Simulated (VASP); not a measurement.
# MgO (Periclase) (Fm-3m) in VASP: notebook

Runs on MgO (Periclase). Level: PBEsol. Tasks: single point.

All numbers are computed with VASP 6.6.1; they aren't measurements. Logs are shortened: lines on timing, memory, paths and dates and some standing lists are left out, and cuts for length are marked.

### Step 1. The cell of the first run

It takes space group Fm-3m (No. 225, cubic). The conventional cell has a = 4.101 Å, b = 4.101 Å, c = 4.101 Å, α = 90.00°, β = 90.00°, γ = 90.00°. Within 2.7 Å of Mg (site symmetry m-3m) lie 6 O at 2.05 Å. O (site symmetry m-3m) has 6 Mg at 2.05 Å within 2.7 Å.

### Step 2. Single point, PBEsol

Input file INCAR:

```
SYSTEM = MgO
PREC = Accurate ; ENCUT = 600
EDIFF = 1E-6 ; ISMEAR = 0
SIGMA = 0.01 ; LREAL = .FALSE.
LASPH = .TRUE. ; NELM = 120
ALGO = Normal ; ISIF = 2
LWAVE = .FALSE. ; LCHARG = .FALSE.
GGA = PS ; NBANDS = 11
GGA_COMPAT = .FALSE.
```

Input file KPOINTS:

```
regular mesh
0
G
  8 8 8
  0 0 0
```

Input file POSCAR:

```
MgO
1.0
    0.0000000000      2.0507035401      2.0507035401
    2.0507035401      0.0000000000      2.0507035401
    2.0507035401      2.0507035401      0.0000000000
Mg O
1 1
Direct
    0.0000000000      0.0000000000      0.0000000000
    0.5000000000      0.5000000000      0.5000000000
```

Potentials or basis: VASP PAW PBE potentials, release 64 (Mg, O).

Started as:

```bash
> cat potpaw_PBE.64/Mg/POTCAR potpaw_PBE.64/O/POTCAR > POTCAR
> mpirun -np 1 vasp_std > vasp.out
```

OUTCAR:

```text
SYSTEM = MgO
   PREC = Accurate
   ENCUT = 600
   EDIFF = 1E-6
   ISMEAR = 0
   LREAL = .FALSE.
   LASPH = .TRUE.
   NELM = 120
   ISIF = 2
   GGA = PS

 ion  position               nearest neighbor table
   1  0.000  0.000  0.000-   2 2.05   2 2.05   2 2.05   2 2.05   2 2.05   2 2.05
   2  0.500  0.500  0.500-   1 2.05   1 2.05   1 2.05   1 2.05   1 2.05   1 2.05

  LATTYP: Found a face centered cubic cell.
 ALAT       =     4.1014070802

  Lattice vectors:

 A1 = (   0.0000000000,   2.0507035401,   2.0507035401)
 A2 = (   2.0507035401,   0.0000000000,   2.0507035401)
 A3 = (   2.0507035401,   2.0507035401,   0.0000000000)

Analysis of symmetry for initial positions (statically):
=====================================================================
 Subroutine PRICEL returns:
 Original cell was already a primitive cell.

 Routine SETGRP: Setting up the symmetry group for a
 face centered cubic supercell.

 Subroutine GETGRP returns: Found 48 space group operations
 (whereof 48 operations were pure point group operations)
 out of a pool of 48 trial point group operations.

The static configuration has the point symmetry O_h .

Analysis of symmetry for dynamics (positions and initial velocities):
=====================================================================
 Subroutine PRICEL returns:
 Original cell was already a primitive cell.

 Routine SETGRP: Setting up the symmetry group for a
 face centered cubic supercell.

 Subroutine GETGRP returns: Found 48 space group operations
 (whereof 48 operations were pure point group operations)
 out of a pool of 48 trial point group operations.

The dynamic configuration has the point symmetry O_h .

 Subroutine INISYM returns: Found 48 space group operations
 (whereof 48 operations are pure point group operations),
 and found     1 'primitive' translations

----------------------------------------------------------------------------------------

                                     Primitive cell

  volume of cell :      17.2480

  direct lattice vectors                    reciprocal lattice vectors
     0.000000000  2.050703540  2.050703540    -0.243818763  0.243818763  0.243818763
     2.050703540  0.000000000  2.050703540     0.243818763 -0.243818763  0.243818763
     2.050703540  2.050703540  0.000000000     0.243818763  0.243818763 -0.243818763

  length of vectors
     2.900132759  2.900132759  2.900132759     0.422306485  0.422306485  0.422306485

  position of ions in fractional coordinates (direct lattice)
     0.000000000  0.000000000  0.000000000
     0.500000000  0.500000000  0.500000000

  ion indices of the primitive-cell ions
   primitive index   ion index
                 1           1
                 2           2

----------------------------------------------------------------------------------------

 KPOINTS: regular mesh

Automatic generation of k-mesh.
 Grid dimensions read from file:
 generate k-points for:    8    8    8

 Generating k-lattice:

  Cartesian coordinates                     Fractional coordinates (reciprocal lattice)
    -0.030477345  0.030477345  0.030477345     0.125000000  0.000000000  0.000000000
     0.030477345 -0.030477345  0.030477345     0.000000000  0.125000000  0.000000000
     0.030477345  0.030477345 -0.030477345     0.000000000  0.000000000  0.125000000

  Length of vectors
     0.052788311  0.052788311  0.052788311

  Shift w.r.t. Gamma in fractional coordinates (k-lattice)
     0.000000000  0.000000000  0.000000000

 Subroutine IBZKPT returns following result:
 ===========================================

 Found     29 irreducible k-points:

 Following reciprocal coordinates:
            Coordinates               Weight
  0.000000  0.000000  0.000000      1.000000
  0.125000  0.000000  0.000000      8.000000
  0.250000  0.000000  0.000000      8.000000
  0.375000  0.000000  0.000000      8.000000
  0.500000  0.000000  0.000000      4.000000
  0.125000  0.125000  0.000000      6.000000
[... 16 lines left out ...]
  0.500000  0.250000  0.125000     48.000000
 -0.375000  0.250000  0.125000     24.000000
 [... further k-points ...]
   k-points           NKPTS =     29   k-points in BZ     NKDIM =     29   number of bands    NBANDS=     11
   number of dos      NEDOS =    301   number of ions     NIONS =      2
   total plane-waves  NPLWV =  13824
   dimension x,y,z NGX =    24 NGY =   24 NGZ =   24
   dimension x,y,z NGXF=    48 NGYF=   48 NGZF=   48
   ions per type =               1   1
   NGX,Y,Z   is equivalent  to a cutoff of  13.76, 13.76, 13.76 a.u.
   NGXF,Y,Z  is equivalent  to a cutoff of  27.52, 27.52, 27.52 a.u.
 SYSTEM =  MgO
   PREC   = accura    normal or accurate (medium, high low for compatibility)
   ISTART =      0    job   : 0-new  1-cont  2-samecut
   ICHARG =      2    charge: 1-file 2-atom 10-const
   ISPIN  =      1    spin polarized calculation?
   LNONCOLLINEAR =      F non collinear calculations
   LSORBIT =      F    spin-orbit coupling
   LASPH  =      T    aspherical Exc in radial PAW
   ENCUT  =  600.0 eV  44.10 Ry    6.64 a.u.   5.79  5.79  5.79*2*pi/ulx,y,z
   NELM   =    120;   NELMIN=  2; NELMDL= -5     # of ELM steps
   EDIFF  = 0.1E-05   stopping-criterion for ELM
   LREAL  =      F    real-space projection
   EDIFFG = 0.1E-04   stopping-criterion for IOM
   NSW    =      0    number of steps for IOM
   IBRION =     -1    ionic relax: 0-MD 1-quasi-New 2-CG
   NFREE  =      0    steps in history (QN), initial steepest desc. (CG)
   ISIF   =      2    stress and relaxation
   ISYM   =      2    0-nonsym 1-usesym 2-fastsym
   POTIM  = 0.5000    time-step for ionic-motion
   TEBEG  =    0.0;   TEEND  =   0.0 temperature during run
   PSTRESS=    0.0 pullay stress
   NELECT =       8.0000    total number of electrons
   NUPDOWN=      -1.0000    fix difference up-down
   EMIN   =  10.00;   EMAX   =-10.00  energy-range for DOS
   EFERMI =   0.00;   METHOD = LEGACY
   ISMEAR =     0;   SIGMA  =   0.01  broadening in eV -4-tet -1-fermi 0-gaus
   EFERMI_NEDOS =   21; number of points for ismear=-14 and -15
   IALGO  =     38    algorithm
   IMIX   =      4    mixing-type and parameters
     AMIX     =   0.40;   BMIX     =  1.00
     AMIX_MAG =   1.60;   BMIX_MAG =  1.00
  volume/ion in A,a.u.               =       8.62        58.20
  Fermi-wavevector in a.u.,A,eV,Ry     =   1.267239  2.394735 21.849532  1.605895
  Thomas-Fermi vector in A             =   2.400398
   LORBIT       =      0    0 simple, 1 ext, 2 COOP (PROOUT), +10 PAW based schemes
   GGA     = PS    functional components
   LHFCALC =     F    Hartree Fock is set to
   AEXX    =    0.0000 exact exchange contribution
   IVDW    =     0    specifies the selected vdW correction
   LEPSILON=     F    determine dielectric tensor
   LRPA    =     F    only Hartree local field effects (RPA)
 non-spin polarized calculation
 Gauss-broadening in eV      SIGMA  =   0.01
  energy-cutoff  :      600.00
  volume of cell :       17.25
 maximum number of plane-waves:       588
   NGX = 11   NGY = 11   NGZ = 11

 number of electron       7.9999997 magnetization

 Free energy of the ion-electron system (eV)
  ---------------------------------------------------
  ext. energy  EPLUGINS =         0.00000000
  ---------------------------------------------------
  free energy    TOTEN  =       -12.45330329 eV

  energy without entropy =      -12.45330329  energy(sigma->0) =      -12.45330329

 E-fermi :   3.8383     XC(G=0): -11.7025

 val. band max:        3.6920903731   @ k =   0.0000   0.0000   0.0000
 cond. band min:       9.1392878873   @ k =   0.0000   0.0000   0.0000
 fundamental gap:      5.4471975142
 Fermi energy:         3.8383328251

 k-point     1 :       0.0000    0.0000    0.0000
  band No.  band energies     occupation
      1     -13.9481      2.00000
      2       3.6921      2.00000
      3       3.6921      2.00000
      4       3.6921      2.00000
      5       9.1393      0.00000
      6      19.7661      0.00000
      7      19.7661      0.00000
      8      19.7661      0.00000
      9      23.8244      0.00000
     10      25.8051      0.00000
     11      25.8051      0.00000

 k-point     2 :       0.1250    0.0000    0.0000
  band No.  band energies     occupation
      1     -13.7578      2.00000
      2       2.6915      2.00000
      3       3.5714      2.00000
      4       3.5714      2.00000
      5      10.0474      0.00000
      6      18.0477      0.00000
      7      20.1762      0.00000
      8      20.1762      0.00000
      9      24.9693      0.00000
     10      24.9693      0.00000
     11      26.2776      0.00000

 k-point     3 :       0.2500    0.0000    0.0000
  band No.  band energies     occupation
      1     -13.2584      2.00000
      2       0.8393      2.00000
      3       3.2945      2.00000
      4       3.2945      2.00000
      5      11.4315      0.00000
      6      16.6152      0.00000
      7      20.8457      0.00000
      8      20.8457      0.00000
      9      24.5773      0.00000
     10      24.5773      0.00000
     11      26.8973      0.00000

 k-point     4 :       0.3750    0.0000    0.0000
  band No.  band energies     occupation
      1     -12.6847      2.00000
      2      -0.7322      2.00000
      3       3.0351      2.00000
      4       3.0351      2.00000
      5      11.9431      0.00000
      6      16.7318      0.00000
      7      20.8308      0.00000
      8      20.8308      0.00000
      9      25.9146      0.00000
     10      25.9146      0.00000
     11      26.0562      0.00000

 k-point     5 :       0.5000    0.0000    0.0000
  band No.  band energies     occupation
      1     -12.4173      2.00000
      2      -1.3563      2.00000
      3       2.9322      2.00000
      4       2.9322      2.00000
      5      11.9502      0.00000
      6      17.1090      0.00000
      7      20.6998      0.00000
      8      20.6998      0.00000
      9      25.6951      0.00000
     10      27.0459      0.00000
     11      27.0459      0.00000
[... 211 lines left out ...]
 k-point    21 :       0.5000    0.5000    0.0000
  band No.  band energies     occupation
      1     -12.1247      2.00000
      2      -0.7944      2.00000
      3       2.2098      2.00000
      4       2.2098      2.00000
      5      12.6878      0.00000
      6      14.4579      0.00000
      7      17.5312      0.00000
      8      23.7780      0.00000
      9      23.7780      0.00000
     10      30.5163      0.00000
     11      31.5003      0.00000

 k-point    22 :       0.3750    0.2500    0.1250
  band No.  band energies     occupation
      1     -12.8998      2.00000
      2       0.4397      2.00000
      3       2.4055      2.00000
      4       2.9902      2.00000
      5      12.9200      0.00000
      6      15.3207      0.00000
      7      19.5645      0.00000
      8      22.0532      0.00000
      9      22.3949      0.00000
     10      26.9406      0.00000
     11      30.7704      0.00000

 k-point    23 :       0.5000    0.2500    0.1250
  band No.  band energies     occupation
      1     -12.4469      2.00000
      2      -0.3488      2.00000
      3       1.7659      2.00000
      4       2.7080      2.00000
      5      13.7390      0.00000
      6      15.7683      0.00000
      7      18.4114      0.00000
      8      21.6989      0.00000
      9      24.1093      0.00000
     10      27.0026      0.00000
     11      30.9290      0.00000

 k-point    24 :      -0.3750    0.2500    0.1250
  band No.  band energies     occupation
      1     -12.2428      2.00000
      2      -0.6924      2.00000
      3       1.5370      2.00000
      4       2.5771      2.00000
      5      13.7930      0.00000
      6      16.5061      0.00000
      7      17.9771      0.00000
      8      21.4593      0.00000
      9      25.0254      0.00000
     10      26.7020      0.00000
     11      31.0239      0.00000

 [... further k-points ...]
[... 5 lines left out ...]
  --------------------------------------------------------------------------------------
  -------------------------------------------------------------------------------------
  Total        1.5672506      1.5672506      1.5672506     -0.0000000      0.0000000      0.0000000
  in kB      145.5829108    145.5829108    145.5829108     -0.0000000      0.0000000      0.0000000
  external PRESSURE =     145.5829108 kB  Pullay stress =       0.0000000 kB

 VOLUME and BASIS-vectors are now :
 -----------------------------------------------------------------------------
  energy-cutoff  :      600.00
  volume of cell :       17.25
      direct lattice vectors                 reciprocal lattice vectors
     0.000000000  2.050703540  2.050703540    -0.243818763  0.243818763  0.243818763
     2.050703540  0.000000000  2.050703540     0.243818763 -0.243818763  0.243818763
     2.050703540  2.050703540  0.000000000     0.243818763  0.243818763 -0.243818763

 POSITION                                       TOTAL-FORCE (eV/Angst)
 -----------------------------------------------------------------------------------
      0.00000      0.00000      0.00000        -0.000000     -0.000000     -0.000000
      2.05070      2.05070      2.05070         0.000000      0.000000      0.000000
 -----------------------------------------------------------------------------------
    total drift:                               -0.000000     -0.000000      0.000000

  FREE ENERGIE OF THE ION-ELECTRON SYSTEM (eV)
  ---------------------------------------------------
  free  energy   TOTEN  =       -12.4533032879 eV

  energy  without entropy=      -12.4533032879  energy(sigma->0) =      -12.45330329
```

Run time: 9.6 s. Hardware: 1 thread of Intel Xeon 8259CL, shared host; peak memory 0.14 GiB.

What came out:

* Free energy: -12.4533 eV
* Pressure: 14.6 GPa
* Band gap on the k mesh: 5.45 eV, direct

Caveat: the PAW data sets were made with another functional, which shifts forces and pressure a little.

### Step 3. Single point, PBEsol

This run uses another cell than the first one, of 9.00 Å³/atom, 1.043 times its volume.

Input file INCAR:

```
PREC = Accurate ; ENCUT = 600
EDIFF = 1E-6 ; ISMEAR = 0
SIGMA = 0.01 ; LREAL = False
LASPH = True ; NELM = 120
ALGO = Normal ; ISIF = 2
LWAVE = False ; LCHARG = True
GGA = PS ; LELF = True
LVHAR = True ; NBANDS = 11
GGA_COMPAT = False
```

Input file KPOINTS:

```
regular mesh
0
Gamma
  8 8 8
```

Input file POSCAR:

```
MgO
1.0
    0.0000000000      2.0800032635      2.0800032635
    2.0800032635      0.0000000000      2.0800032635
    2.0800032635      2.0800032635      0.0000000000
Mg O
1 1
Direct
    0.0000000000      0.0000000000      0.0000000000
    0.5000000000      0.5000000000      0.5000000000
```

Potentials or basis: VASP PAW PBE potentials, release 64 (Mg, O).

Started as:

```bash
> cat potpaw_PBE.64/Mg/POTCAR potpaw_PBE.64/O/POTCAR > POTCAR
> mpirun -np 1 vasp_std > vasp.out
```

Wall time 10 s (1 thread of Intel Xeon 8259CL, shared host); peak memory 0.14 GiB.

It converged, with:

| Quantity | Value |
| --- | --- |
| Free energy | -12.5025 eV |
| Pressure | 5.9 GPa |
| Band gap on the k mesh | 5.00 eV, direct |

Levels at points of the mesh, in eV from the valence-band top:
```csv
k point,band 1,band 2,band 3,band 4,band 5,band 6,band 7,band 8,band 9
"(0.00, 0.00, 0.00)",-17.40,0.00,0.00,0.00,5.00,15.84,15.84,15.84,19.78
"(0.50, 0.00, 0.00)",-15.99,-4.85,-0.71,-0.71,7.98,12.93,16.56,16.56,21.33
"(0.50, 0.50, 0.00)",-15.71,-4.30,-1.42,-1.42,8.96,10.29,13.37,19.41,19.41
```

Caveat: the PAW data sets were made with another functional, which shifts forces and pressure a little.

### Step 4. Single point, PBEsol

This run uses another cell than the first one, of 9.75 Å³/atom, 1.130 times its volume.

Input file INCAR:

```
SYSTEM = MgO
PREC = Accurate
ENCUT = 600
EDIFF = 1E-6
ISMEAR = 0
SIGMA = 0.01
LREAL = .FALSE.
LASPH = .TRUE.
NELM = 120
ALGO = Normal
ISIF = 2
LWAVE = .FALSE.
LCHARG = .FALSE.
GGA = PS
NBANDS = 11
GGA_COMPAT = .FALSE.
```

Input file KPOINTS:

```
Automatic mesh
0
G
  8 8 8
  0 0 0
```

Input file POSCAR:

```
MgO
1.0
    0.0000000000      2.1362466030      2.1362466030
    2.1362466030      0.0000000000      2.1362466030
    2.1362466030      2.1362466030      0.0000000000
Mg O
1 1
Direct
    0.0000000000      0.0000000000      0.0000000000
    0.5000000000      0.5000000000      0.5000000000
```

Started as:

```bash
> cat potpaw_PBE.64/Mg/POTCAR potpaw_PBE.64/O/POTCAR > POTCAR
> mpirun -np 1 vasp_std > vasp.out
```

Run time: 9.1 s. Hardware: 1 thread of Intel Xeon 8259CL, shared host; peak memory 0.14 GiB.

It converged, with:

```
Free energy            : -12.4983 eV
Pressure               : -6.7 GPa
Band gap on the k mesh : 4.23 eV, direct
```

Levels at points of the mesh, in eV from the valence-band top:
```tsv
k point	band 2	band 3	band 4	band 5	band 6	band 7
(0.00, 0.00, 0.00)	0.00	0.00	0.00	4.23	15.40	15.40
(0.50, 0.00, 0.00)	-4.49	-0.62	-0.62	7.48	12.03	15.75
(0.50, 0.50, 0.00)	-3.97	-1.31	-1.31	8.87	9.43	12.53
```

Caveat: the PAW data sets were made with another functional, which shifts forces and pressure a little.

### Step 5. Single point, PBEsol

This run uses another cell than the first one, of 10.12 Å³/atom, 1.174 times its volume.

Input file INCAR:

```
PREC     = Accurate       # precision mode
ENCUT    = 600            # plane-wave cutoff, eV
EDIFF    = 1E-6           # SCF threshold, eV
ISMEAR   = 0              # smearing method
SIGMA    = 0.01           # smearing width, eV
LREAL    = F              # projectors in reciprocal space
LASPH    = T              # aspherical terms in the spheres
NELM     = 120            # most SCF steps
ALGO     = Normal         # electronic algorithm
ISIF     = 2              # what is computed and relaxed
LWAVE    = F              # write WAVECAR
LCHARG   = F              # write CHGCAR
GGA      = PS             # functional
NBANDS   = 11             # bands
GGA_COMPAT= F
```

Input file KPOINTS:

```
Automatic mesh
0
Gamma
  8 8 8
```

Input file POSCAR:

```
MgO
1.0
    0.0000000000      2.1632905701      2.1632905701
    2.1632905701      0.0000000000      2.1632905701
    2.1632905701      2.1632905701      0.0000000000
Mg O
1 1
Direct
    0.0000000000      0.0000000000      0.0000000000
    0.5000000000      0.5000000000      0.5000000000
```

Started as:

```bash
> cat potpaw_PBE.64/Mg/POTCAR potpaw_PBE.64/O/POTCAR > POTCAR
> mpirun -np 1 vasp_std > vasp.out
```

Wall time 10 s (1 thread of Intel Xeon 8259CL, shared host); peak memory 0.14 GiB.

It converged, with:

- Free energy: -12.4572 eV
- Pressure: -11.3 GPa
- Band gap on the k mesh: 3.90 eV, direct

Levels at points of the mesh, in eV from the valence-band top:
```csv
k point,band 1,band 2,band 3,band 4,band 5,band 6,band 7,band 8,band 9
"(0.00, 0.00, 0.00)",-16.81,0.00,0.00,0.00,3.90,15.19,15.19,15.19,18.82
"(0.50, 0.00, 0.00)",-15.69,-4.34,-0.58,-0.58,7.26,11.62,15.37,15.37,19.60
"(0.50, 0.50, 0.00)",-15.45,-3.82,-1.26,-1.26,8.83,9.04,12.15,17.66,17.66
```

Caveat: the PAW data sets were made with another functional, which shifts forces and pressure a little.

### Step 6. Overview

```tsv
cell	gap on the mesh (eV)	pressure (GPa)
a = 2.900 Å, angles 60.0°, 2 atoms	5.45	14.6
a = 2.942 Å, angles 60.0°, 2 atoms	5.00	5.9
a = 3.021 Å, angles 60.0°, 2 atoms	4.23	-6.7
a = 3.059 Å, angles 60.0°, 2 atoms	3.90	-11.3
```

Alike in all rows: task single point; level PBEsol; potentials or basis VASP PAW PBE potentials, release 64 (Mg, O); no spin polarisation; k mesh 8 × 8 × 8; cutoff (eV) 600; smearing gaussian 0.01 eV.

Caveats: the PAW data sets were made with another functional, which shifts forces and pressure a little.

Total energies depend on the potentials used, so only differences within one code and one set of settings carry meaning.
